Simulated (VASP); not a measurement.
# C in VASP: a series of runs

Runs on C. Level: PBE+D3(BJ). Tasks: single point.

All numbers are computed with VASP 6.6.1; they aren't measurements. Logs are shortened: lines on timing, memory, paths and dates and some standing lists are left out, and cuts for length are marked.

## Step 1: The cell of the first run

The cell holds a slab with vacuum, 4 atoms: a = 2.466 Å, b = 2.466 Å, c = 17.500 Å, α = 90.00°, β = 90.00°, γ = 120.00°.

## Step 2: Single point, PBE+D3(BJ)

The input, INCAR:

```
PREC = Accurate
ENCUT = 520
EDIFF = 1E-7
ISMEAR = 0
SIGMA = 0.1
LREAL = F
LASPH = T
NELM = 60
ALGO = Normal
ISIF = 2
LWAVE = F
LCHARG = T
LDIPOL = T
IDIPOL = 3
DIPOL = 0.5 0.5 0.369
GGA = PE
IVDW = 12
LELF = T
LVHAR = T
LVACPOTAV = T
NBANDS = 16
```

The input, KPOINTS:

```
regular mesh
0
Gamma
  15 15 1
```

The input, POSCAR:

```
C
1.0
    2.4656524409      0.0000000000      0.0000000000
   -1.2328262205      2.1353176508      0.0000000000
    0.0000000000      0.0000000000     17.5000663883
C
4
Direct
    0.6666666667      0.3333333333      0.2571437784
    0.3333333333      0.6666666667      0.2571418816
    1.1666666667      0.3333333333      0.4805733991
    0.8333333333      0.6666666667      0.4805715023
```

Potentials or basis: VASP PAW PBE potentials, release 64 (C).

Launch:

```sh
> cat potpaw_PBE.64/C/POTCAR > POTCAR
> mpirun -np 1 vasp_std > vasp.out
```

OUTCAR:

```text
PREC = Accurate
   ENCUT = 520
   EDIFF = 1E-7
   ISMEAR = 0
   LREAL = F
   LASPH = T
   NELM = 60
   ISIF = 2
   GGA = PE
   IVDW = 12
 IVDW          = 12

 ion  position               nearest neighbor table
   1  0.667  0.333  0.257-   2 1.42   2 1.42   2 1.42
   2  0.333  0.667  0.257-   1 1.42   1 1.42   1 1.42
   3  0.167  0.333  0.481-   4 1.42   4 1.42   4 1.42
   4  0.833  0.667  0.481-   3 1.42   3 1.42   3 1.42

  LATTYP: Found a hexagonal cell.
 ALAT       =     2.4656524409
 C/A-ratio  =     7.0975398227

  Lattice vectors:

 A1 = (   2.4656524409,   0.0000000000,   0.0000000000)
 A2 = (  -1.2328262205,   2.1353176508,   0.0000000000)
 A3 = (   0.0000000000,   0.0000000000,  17.5000663883)

Analysis of symmetry for initial positions (statically):
=====================================================================
 Subroutine PRICEL returns:
 Original cell was already a primitive cell.

 Routine SETGRP: Setting up the symmetry group for a
 hexagonal supercell.

 Subroutine GETGRP returns: Found  8 space group operations
 (whereof  4 operations were pure point group operations)
 out of a pool of 24 trial point group operations.

The static configuration has the point symmetry C_2v.
 The point group associated with its full space group is D_2h.

Analysis of symmetry for dynamics (positions and initial velocities):
=====================================================================
 Subroutine PRICEL returns:
 Original cell was already a primitive cell.

 Routine SETGRP: Setting up the symmetry group for a
 hexagonal supercell.

 Subroutine GETGRP returns: Found  8 space group operations
 (whereof  4 operations were pure point group operations)
 out of a pool of 24 trial point group operations.

The dynamic configuration has the point symmetry C_2v.
 The point group associated with its full space group is D_2h.

 Subroutine INISYM returns: Found  8 space group operations
 (whereof  4 operations are pure point group operations),
 and found     1 'primitive' translations

----------------------------------------------------------------------------------------

                                     Primitive cell

  volume of cell :      92.1370

  direct lattice vectors                    reciprocal lattice vectors
     2.465652441  0.000000000  0.000000000     0.405572166  0.234157199  0.000000000
    -1.232826221  2.135317651  0.000000000     0.000000000  0.468314398  0.000000000
     0.000000000  0.000000000 17.500066388     0.000000000  0.000000000  0.057142640

  length of vectors
     2.465652441  2.465652441 17.500066388     0.468314398  0.468314398  0.057142640

  position of ions in fractional coordinates (direct lattice)
     0.666666667  0.333333333  0.257143778
     0.333333333  0.666666667  0.257141882
     0.166666667  0.333333333  0.480573399
     0.833333333  0.666666667  0.480571502

  ion indices of the primitive-cell ions
   primitive index   ion index
                 1           1
                 2           2
                 3           3
                 4           4

----------------------------------------------------------------------------------------

 KPOINTS: regular mesh

Automatic generation of k-mesh.
 Grid dimensions read from file:
 generate k-points for:   15   15    1

 Generating k-lattice:

  Cartesian coordinates                     Fractional coordinates (reciprocal lattice)
     0.027038144  0.015610480  0.000000000     0.066666667  0.000000000  0.000000000
     0.000000000  0.031220960  0.000000000     0.000000000  0.066666667  0.000000000
     0.000000000  0.000000000  0.057142640     0.000000000  0.000000000  1.000000000

  Length of vectors
     0.031220960  0.031220960  0.057142640

  Shift w.r.t. Gamma in fractional coordinates (k-lattice)
     0.000000000  0.000000000  0.000000000

 Subroutine IBZKPT returns following result:
 ===========================================

 Found     64 irreducible k-points:

 Following reciprocal coordinates:
            Coordinates               Weight
  0.000000  0.000000  0.000000      1.000000
  0.066667  0.000000  0.000000      4.000000
  0.000000  0.066667  0.000000      2.000000
  0.133333 -0.000000  0.000000      4.000000
  0.000000  0.133333  0.000000      2.000000
  0.200000  0.000000  0.000000      4.000000
[... 16 lines left out ...]
 -0.266667  0.200000  0.000000      4.000000
  0.266667  0.066667  0.000000      4.000000
 [... further k-points ...]
   k-points           NKPTS =     64   k-points in BZ     NKDIM =     64   number of bands    NBANDS=     16
   number of dos      NEDOS =    301   number of ions     NIONS =      4
   total plane-waves  NPLWV =  45360
   dimension x,y,z NGX =    18 NGY =   18 NGZ =  140
   dimension x,y,z NGXF=    36 NGYF=   36 NGZF=  280
   ions per type =               4
   NGX,Y,Z   is equivalent  to a cutoff of  12.14, 12.14, 13.30 a.u.
   NGXF,Y,Z  is equivalent  to a cutoff of  24.27, 24.27, 26.60 a.u.
 SYSTEM =  unknown system
   PREC   = accura    normal or accurate (medium, high low for compatibility)
   ISTART =      0    job   : 0-new  1-cont  2-samecut
   ICHARG =      2    charge: 1-file 2-atom 10-const
   ISPIN  =      1    spin polarized calculation?
   LNONCOLLINEAR =      F non collinear calculations
   LSORBIT =      F    spin-orbit coupling
   LASPH  =      T    aspherical Exc in radial PAW
   ENCUT  =  520.0 eV  38.22 Ry    6.18 a.u.   4.58  4.58 32.54*2*pi/ulx,y,z
   NELM   =     60;   NELMIN=  2; NELMDL= -5     # of ELM steps
   EDIFF  = 0.1E-06   stopping-criterion for ELM
   LREAL  =      F    real-space projection
   EDIFFG = 0.1E-05   stopping-criterion for IOM
   NSW    =      0    number of steps for IOM
   IBRION =     -1    ionic relax: 0-MD 1-quasi-New 2-CG
   NFREE  =      0    steps in history (QN), initial steepest desc. (CG)
   ISIF   =      2    stress and relaxation
   ISYM   =      2    0-nonsym 1-usesym 2-fastsym
   POTIM  = 0.5000    time-step for ionic-motion
   TEBEG  =    0.0;   TEEND  =   0.0 temperature during run
   PSTRESS=    0.0 pullay stress
   NELECT =      16.0000    total number of electrons
   NUPDOWN=      -1.0000    fix difference up-down
   EMIN   =  10.00;   EMAX   =-10.00  energy-range for DOS
   EFERMI =   0.00;   METHOD = LEGACY
   ISMEAR =     0;   SIGMA  =   0.10  broadening in eV -4-tet -1-fermi 0-gaus
   EFERMI_NEDOS =   21; number of points for ismear=-14 and -15
   IALGO  =     38    algorithm
   IMIX   =      4    mixing-type and parameters
     AMIX     =   0.40;   BMIX     =  1.00
     AMIX_MAG =   1.60;   BMIX_MAG =  1.00
  volume/ion in A,a.u.               =      23.03       155.44
  Fermi-wavevector in a.u.,A,eV,Ry     =   0.913349  1.725980 11.350070  0.834207
  Thomas-Fermi vector in A             =   2.037850
   LORBIT       =      0    0 simple, 1 ext, 2 COOP (PROOUT), +10 PAW based schemes
   GGA     = PE    functional components
   LHFCALC =     F    Hartree Fock is set to
   AEXX    =    0.0000 exact exchange contribution
   IVDW    =    12    specifies the selected vdW correction
   LEPSILON=     F    determine dielectric tensor
   LRPA    =     F    only Hartree local field effects (RPA)
 non-spin polarized calculation
 Gauss-broadening in eV      SIGMA  =   0.10
  energy-cutoff  :      520.00
  volume of cell :       92.14
 maximum number of plane-waves:      2516
   NGX =  9   NGY =  9   NGZ = 65

 dipolmoment           0.000000      0.000000      0.000101 electrons x Angstroem

 number of electron      15.9999995 magnetization

 dipolmoment           0.000000      0.000000     -0.000130 electrons x Angstroem

 Free energy of the ion-electron system (eV)
  ---------------------------------------------------
  ext. energy  EPLUGINS =         0.00000000
  ---------------------------------------------------
  free energy    TOTEN  =       -36.89825436 eV

  energy without entropy =      -36.89720269  energy(sigma->0) =      -36.89772852

 E-fermi :  -0.8161     XC(G=0):  -4.5269

 val. band max:       -0.8584280513   @ k =   0.3333   0.3333   0.0000
 cond. band min:      -0.7746685843   @ k =   0.3333   0.3333   0.0000
 fundamental gap:      0.0837594671
 Fermi energy:        -0.8160864715

 k-point     1 :       0.0000    0.0000    0.0000
  band No.  band energies     occupation
      1     -20.3590      2.00000
      2     -20.3177      2.00000
      3      -8.6411      2.00000
      4      -8.2230      2.00000
      5      -3.8598      2.00000
      6      -3.8592      2.00000
[... 8 lines left out ...]
     15       7.4937      0.00000
     16       7.4984      0.00000

 k-point     2 :       0.0667    0.0000    0.0000
  band No.  band energies     occupation
      1     -20.2537      2.00000
      2     -20.2128      2.00000
      3      -8.5146      2.00000
      4      -8.0986      2.00000
      5      -4.2842      2.00000
      6      -4.2803      2.00000
[... 8 lines left out ...]
     15       7.5532      0.00000
     16       7.9480      0.00000

 k-point     3 :       0.0000    0.0667    0.0000
  band No.  band energies     occupation
      1     -20.2537      2.00000
      2     -20.2128      2.00000
      3      -8.5147      2.00000
      4      -8.0986      2.00000
      5      -4.2839      2.00000
      6      -4.2808      2.00000
[... 8 lines left out ...]
     15       7.5495      0.00000
     16       7.9409      0.00000

 k-point     4 :       0.1333   -0.0000    0.0000
  band No.  band energies     occupation
      1     -19.9388      2.00000
      2     -19.8989      2.00000
      3      -8.1373      2.00000
      4      -7.7278      2.00000
      5      -5.4128      2.00000
      6      -5.4068      2.00000
[... 8 lines left out ...]
     15       7.5756      0.00000
     16       8.8978      0.00000

 k-point     5 :       0.0000    0.1333    0.0000
  band No.  band energies     occupation
      1     -19.9388      2.00000
      2     -19.8988      2.00000
      3      -8.1375      2.00000
      4      -7.7276      2.00000
      5      -5.4125      2.00000
      6      -5.4072      2.00000
[... 8 lines left out ...]
     15       7.5774      0.00000
     16       8.8958      0.00000

 k-point     6 :       0.2000    0.0000    0.0000
  band No.  band energies     occupation
      1     -19.4165      2.00000
      2     -19.3781      2.00000
      3      -7.5157      2.00000
      4      -7.1179      2.00000
      5      -6.9608      2.00000
      6      -6.9517      2.00000
[... 8 lines left out ...]
     15       7.4478      0.00000
     16       7.7144      0.00000
[... 267 lines left out ...]
 k-point    21 :       0.2000    0.0667    0.0000
  band No.  band energies     occupation
      1     -19.0012      2.00000
      2     -18.9639      2.00000
      3      -7.8391      2.00000
      4      -7.8295      2.00000
      5      -7.0256      2.00000
      6      -6.6374      2.00000
[... 8 lines left out ...]
     15       7.5848      0.00000
     16       7.7451      0.00000

 k-point    22 :      -0.0667    0.2667    0.0000
  band No.  band energies     occupation
      1     -19.0012      2.00000
      2     -18.9638      2.00000
      3      -7.8390      2.00000
      4      -7.8297      2.00000
      5      -7.0263      2.00000
      6      -6.6365      2.00000
[... 8 lines left out ...]
     15       7.5711      0.00000
     16       7.7669      0.00000

 k-point    23 :      -0.2667    0.2000    0.0000
  band No.  band energies     occupation
      1     -19.0011      2.00000
      2     -18.9639      2.00000
      3      -7.8398      2.00000
      4      -7.8287      2.00000
      5      -7.0253      2.00000
      6      -6.6377      2.00000
[... 8 lines left out ...]
     15       7.5761      0.00000
     16       7.7570      0.00000

 k-point    24 :       0.2667    0.0667    0.0000
  band No.  band energies     occupation
      1     -18.1778      2.00000
      2     -18.1429      2.00000
      3      -9.5573      2.00000
      4      -9.5436      2.00000
      5      -6.6646      2.00000
      6      -6.6603      2.00000
[... 8 lines left out ...]
     15       7.4978      0.00000
     16       8.0213      0.00000

 [... further k-points ...]

------------------------ aborting loop because EDIFF is reached ----------------------------------------

 Edisp (eV)   -0.43300

 E8    (eV) :    -0.1280

  FORCE on cell =-STRESS in cart. coord.  units (eV):
  Direction    XX          YY          ZZ          XY          YZ          ZX
  --------------------------------------------------------------------------------------
  -------------------------------------------------------------------------------------
  Total       0.16044     0.14739    -0.24253    -0.00000     0.00000     0.00000
  in kB       2.78984     2.56304    -4.21731    -0.00000     0.00000     0.00000
  external pressure =        0.38 kB  Pullay stress =        0.00 kB

 VOLUME and BASIS-vectors are now :
 -----------------------------------------------------------------------------
  energy-cutoff  :      520.00
  volume of cell :       92.14
      direct lattice vectors                 reciprocal lattice vectors
     2.465652441  0.000000000  0.000000000     0.405572166  0.234157199  0.000000000
    -1.232826221  2.135317651  0.000000000     0.000000000  0.468314398  0.000000000
     0.000000000  0.000000000 17.500066388     0.000000000  0.000000000  0.057142640

 POSITION                                       TOTAL-FORCE (eV/Angst)
 -----------------------------------------------------------------------------------
      1.23283      0.71177      4.50003         0.000000     -0.000090      0.027734
     -0.00000      1.42355      4.50000        -0.000000      0.000090      0.027734
      0.00000      0.71177      8.41007         0.000000     -0.000090     -0.027734
      1.23283      1.42355      8.41003        -0.000000      0.000090     -0.027734
 -----------------------------------------------------------------------------------
    total drift:                               -0.000000     -0.000000     -0.029640

  FREE ENERGIE OF THE ION-ELECTRON SYSTEM (eV)
  ---------------------------------------------------
  free  energy   TOTEN  =       -37.3312550603 eV

  energy  without entropy=      -37.3302033813  energy(sigma->0) =      -37.33072922

 vacuum level on the upper side and lower side of the slab         3.432         3.436
```

It took 2 min on 1 thread of Intel Xeon Platinum 8259CL at 2.50GHz (Skylake/Cascade Lake), shared host; peak memory 0.24 GiB.

What came out:

| Item | Value |
| --- | --- |
| Free energy | -37.3313 eV |
| Largest force | 0.028 eV/Å |
| Band gap on the k mesh | 0.08 eV, direct |
| Dispersion energy per atom | -0.108 eV |

Forces in eV/Å, atoms in the order of the input:
```
C    0.000  0.000  0.028
C    0.000  0.000  0.028
C    0.000  0.000 -0.028
C    0.000  0.000 -0.028
```

## Step 3: Single point, PBE+D3(BJ)

The input, INCAR:

```
SYSTEM = C
ALGO = Normal
DIPOL = 0.5 0.5 0.342
EDIFF = 1E-6
ENCUT = 520
GGA = PE
IDIPOL = 3
ISIF = 2
ISMEAR = 0
IVDW = 12
LASPH = .True.
LCHARG = .False.
LDIPOL = .True.
LREAL = .False.
LWAVE = .False.
NBANDS = 16
NELM = 80
PREC = Accurate
SIGMA = 0.1
```

The input, KPOINTS:

```
k-points
0
Gamma
  15 15 1
  0 0 0
```

Changes to POSCAR since step 2:

```diff
@@ -10,3 +10,3 @@
     0.3333333333      0.6666666667      0.2571418816
-    1.1666666667      0.3333333333      0.4805733991
-    0.8333333333      0.6666666667      0.4805715023
+    1.1666666667      0.3333333333      0.4274307435
+    0.8333333333      0.6666666667      0.4274288467
```

Potentials or basis: VASP PAW PBE potentials, release 64 (C).

Launch:

```sh
> cat potpaw_PBE.64/C/POTCAR > POTCAR
> mpirun -np 1 vasp_std > vasp.out
```

It took 1.9 min on 1 thread of Intel Xeon Platinum 8259CL at 2.50GHz (Skylake/Cascade Lake), shared host; peak memory 0.23 GiB.

The run converged. Its results:

```
Free energy                : -37.2967 eV
Largest force              : 0.164 eV/Å
Band gap on the k mesh     : 0.43 eV, direct
Dispersion energy per atom : -0.130 eV
```

Forces on the atoms (eV/Å):
```
C    0.000  0.003 -0.164
C    0.000 -0.003 -0.164
C    0.000  0.003  0.164
C    0.000 -0.003  0.164
```

Levels at points of the mesh, in eV from the valence-band top:
| k point | band 6 | band 7 | band 8 | band 9 | band 10 | band 11 |
| --- | --- | --- | --- | --- | --- | --- |
| (0.00, 0.00, 0.00) | -2.78 | -2.76 | -2.74 | 3.78 | 4.19 | 5.11 |

## Step 4: Single point, PBE+D3(BJ)

The input, INCAR:

```
PREC = Accurate
ENCUT = 520
EDIFF = 1E-7
ISMEAR = 0
SIGMA = 0.1
LREAL = F
LASPH = T
NELM = 60
ALGO = Normal
ISIF = 2
LWAVE = F
LCHARG = F
LDIPOL = T
IDIPOL = 3
DIPOL = 0.5 0.5 0.357
GGA = PE
IVDW = 12
NBANDS = 16
```

The input, KPOINTS:

```
Automatic mesh
0
Gamma
  15 15 1
```

Changes to POSCAR since step 3:

```diff
@@ -10,3 +10,3 @@
     0.3333333333      0.6666666667      0.2571418816
-    1.1666666667      0.3333333333      0.4274307435
-    0.8333333333      0.6666666667      0.4274288467
+    1.1666666667      0.3333333333      0.4577163429
+    0.8333333333      0.6666666667      0.4577144461
```

Launch:

```sh
> cat potpaw_PBE.64/C/POTCAR > POTCAR
> mpirun -np 1 vasp_std > vasp.out
```

It took 2 min on 1 thread of Intel Xeon Platinum 8259CL at 2.50GHz (Skylake/Cascade Lake), shared host; peak memory 0.24 GiB.

The run converged. Its results:

```yaml
Free_energy: -37.3496 eV
Largest_force: 0.012 eV/Å
Band_gap_on_the_k_mesh: 0.17 eV, direct
Dispersion_energy_per_atom: -0.116 eV
```

Forces on the atoms (eV/Å):
```
C    0.000  0.002  0.012
C    0.000 -0.002  0.012
C    0.000  0.002 -0.012
C    0.000 -0.002 -0.012
```

Levels at points of the mesh, in eV from the valence-band top:
```tsv
k point	band 5	band 6	band 7	band 8	band 9	band 10	band 11	band 12
(0.00, 0.00, 0.00)	-2.95	-2.95	-2.94	-2.94	3.46	3.93	4.84	6.55
```

## Step 5: Single point, PBE+D3(BJ)

The input, INCAR:

```
  ALGO = Normal
  DIPOL = 0.5 0.5 0.386
  EDIFF = 1E-6
  ENCUT = 520
  GGA = PE
  IDIPOL = 3
  ISIF = 2
  ISMEAR = 0
  IVDW = 12
  LASPH = True
  LCHARG = False
  LDIPOL = True
  LREAL = False
  LWAVE = False
  NBANDS = 16
  NELM = 80
  PREC = Accurate
  SIGMA = 0.1
```

The input, KPOINTS:

```
k-points
0
Gamma
  15 15 1
```

Changes to POSCAR since step 4:

```diff
@@ -10,3 +10,3 @@
     0.3333333333      0.6666666667      0.2571418816
-    1.1666666667      0.3333333333      0.4577163429
-    0.8333333333      0.6666666667      0.4577144461
+    1.1666666667      0.3333333333      0.5148589833
+    0.8333333333      0.6666666667      0.5148570865
```

Launch:

```sh
> cat potpaw_PBE.64/C/POTCAR > POTCAR
> mpirun -np 1 vasp_std > vasp.out
```

Run time: 1.7 min. Hardware: 1 thread of Intel Xeon Platinum 8259CL at 2.50GHz (Skylake/Cascade Lake), shared host; peak memory 0.24 GiB.

The run converged. Its results:

| Quantity | Value |
| --- | --- |
| Free energy | -37.3014 eV |
| Largest force | 0.020 eV/Å |
| Band gap on the k mesh | 0.03 eV, direct |
| Dispersion energy per atom | -0.100 eV |

Forces on the atoms (eV/Å):
```
C    0.000  0.000  0.020
C    0.000  0.000  0.020
C    0.000  0.000 -0.020
C    0.000  0.000 -0.020
```

Levels at points of the mesh, in eV from the valence-band top:
```tsv
k point	band 6	band 7	band 8	band 9	band 10	band 11
(0.00, 0.00, 0.00)	-3.03	-3.03	-3.03	3.14	3.79	4.36
```

## Step 6: Single point, PBE+D3(BJ)

The input, INCAR:

```
SYSTEM = C
ALGO = Normal ; DIPOL = 0.5 0.5 0.357
EDIFF = 1E-6 ; ENCUT = 520
GGA = PE ; IDIPOL = 3
ISIF = 2 ; ISMEAR = 0
IVDW = 12 ; LASPH = .True.
LCHARG = .True. ; LDIPOL = .True.
LELF = .True. ; LREAL = .False.
LVACPOTAV = .True. ; LVHAR = .True.
LWAVE = .False. ; NBANDS = 16
NELM = 80 ; PREC = Accurate
SIGMA = 0.1
```

The input, KPOINTS:

```
k-points
0
Gamma
  15 15 1
  0 0 0
```

Changes to POSCAR since step 5:

```diff
@@ -10,3 +10,3 @@
     0.3333333333      0.6666666667      0.2571418816
-    1.1666666667      0.3333333333      0.5148589833
-    0.8333333333      0.6666666667      0.5148570865
+    1.1666666667      0.3333333333      0.4577163429
+    0.8333333333      0.6666666667      0.4577144461
```

Potentials or basis: VASP PAW PBE potentials, release 64 (C).

Launch:

```sh
> cat potpaw_PBE.64/C/POTCAR > POTCAR
> mpirun -np 1 vasp_std > vasp.out
```

It took 48 s on 1 thread of Intel Xeon 6975P-C (Granite Rapids), shared host; peak memory 0.24 GiB.

Results (log left out):

```yaml
Free_energy: -37.3496 eV
Largest_force: 0.012 eV/Å
Band_gap_on_the_k_mesh: 0.17 eV, direct
Dispersion_energy_per_atom: -0.116 eV
```

Forces in eV/Å, atoms in the order of the input:
```
C    0.000  0.002  0.012
C    0.000 -0.002  0.012
C    0.000  0.002 -0.012
C    0.000 -0.002 -0.012
```

Levels at points of the mesh, in eV from the valence-band top:
```csv
k point,band 4,band 5,band 6,band 7,band 8,band 9,band 10,band 11,band 12,band 13
"(0.00, 0.00, 0.00)",-7.13,-2.95,-2.95,-2.94,-2.94,3.46,3.94,4.83,6.54,6.68
```
